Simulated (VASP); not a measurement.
The system is Se.

```
CELL_PARAMETERS angstrom
4.36620 0.00000 0.00000
-2.18310 3.78124 0.00000
0.00000 0.00000 4.95360
ATOMIC_POSITIONS crystal
Se 0.22540 0.00000 0.33333
Se 0.00000 0.22540 0.66667
Se 0.77460 0.77460 0.00000
```

* Program: VASP 6.6.1
* Task: relaxation of cell and atoms
* Functional: RPBE
* Potentials or basis: VASP PAW PBE potentials, release 64 (Se)
* Cutoff: 600 eV
* k mesh: 5 × 5 × 4
* Occupations: fermi-dirac, width 0.05 eV
* Spin: no spin polarisation

At the start: pressure 4.6 GPa; volume 27.26 Å³/atom.

Problem. How do energy, volume and symmetry change on relaxing?

Solution. Over 21 steps the energy falls by 114.5 meV/atom and the volume is 52.82 Å³/atom (+93.8 %); space group P3_121 (No. 152, to 0.1 Å) before and after.

Step by step:
```csv
step,energy change (eV),largest force (eV/Å),pressure (GPa),volume (Å³)
1,0.0000,0.4188,4.62,81.78
2,-0.0352,0.8391,-2.12,91.45
3,-0.0798,0.3583,0.39,87.05
4,-0.0987,0.3136,0.35,88.53
5,-0.1436,0.1323,0.42,93.06
6,-0.1669,0.4455,1.12,102.57
7,-0.1704,0.2926,0.93,100.24
8,-0.1834,0.2228,0.62,102.33
9,-0.2121,0.0319,-0.14,108.76
10,-0.2364,0.2738,-1.15,122.28
11,-0.2516,0.2474,-1.04,124.37
12,-0.2908,0.1392,-0.64,130.67
13,-0.3322,0.2018,0.29,143.38
14,-0.3325,0.3420,0.63,147.69
15,-0.3419,0.1319,0.29,155.26
16,-0.3423,0.0507,0.02,162.42
17,-0.3430,0.0304,0.13,159.29
18,-0.3435,0.0034,0.05,158.80
19,-0.3436,0.0219,-0.03,158.33
20,-0.3436,0.0135,0.00,158.49
21,-0.3436,0.0063,0.01,158.47
```

Final structure:
```cif
data_structure
_symmetry_space_group_name_H-M 'P 1'
_symmetry_Int_Tables_number 1
_cell_length_a 6.0510
_cell_length_b 6.0510
_cell_length_c 4.9977
_cell_angle_alpha 90.000
_cell_angle_beta 90.000
_cell_angle_gamma 120.000
_cell_volume 158.47
loop_
_atom_site_label
_atom_site_type_symbol
_atom_site_fract_x
_atom_site_fract_y
_atom_site_fract_z
_atom_site_occupancy
Se1 Se 0.16202 0.00000 0.33333 1
Se2 Se 0.00000 0.16202 0.66667 1
Se3 Se 0.83798 0.83798 0.00000 1
```

Caveat: the volume moved by over 15 % at a fixed basis, so the end points are rough; the PAW data sets were made with another functional, which shifts forces and pressure a little; this functional lacks dispersion, which binds layers or chains, so the pressure and a relaxed spacing across them are unreliable.
